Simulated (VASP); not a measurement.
Input of a VASP 6.6.1 run:

File INCAR:

```
PREC = Accurate ; ENCUT = 520
EDIFF = 1E-7 ; ISMEAR = 0
SIGMA = 0.15 ; LREAL = False
LASPH = True ; NELM = 100
ALGO = Normal ; ISIF = 2
LWAVE = False ; LCHARG = False
GGA = PS ; NBANDS = 13
```

KPOINTS

```
Automatic mesh
0
Gamma
  18 18 18
```

The input POSCAR:

```
Mo
1.0
    2.8175757091      0.0000000000      0.0000000000
   -1.4087878546      2.4400921412      0.0000000000
    0.0000000000      0.0000000000      2.4785252790
Mo
1
Direct
    0.0000000000      0.0000000000      0.5000000000
```

Potentials or basis: VASP PAW PBE potentials, release 64 (Mo_sv).

The run is started by

```bash
$ cat potpaw_PBE.64/Mo_sv/POTCAR > POTCAR
$ mpirun -np 1 vasp_std > vasp.out
```

Task: What does it give for the band gap on the k mesh?

Result: Zero (band 7 reaches 11.68 eV, above the bottom of band 8 at 10.02 eV).

Task: Predict the pressure.

Result: -8.5 GPa.

Stress tensor (GPa, compression positive):
```
-11.24   0.00   0.00
  0.00 -11.24   0.00
  0.00   0.00  -3.08
```

Caveat: the cell differs from its parent crystal (strain +0.030 along x and y, -0.030 along z); the PAW data sets were made with another functional, which shifts forces and pressure a little.
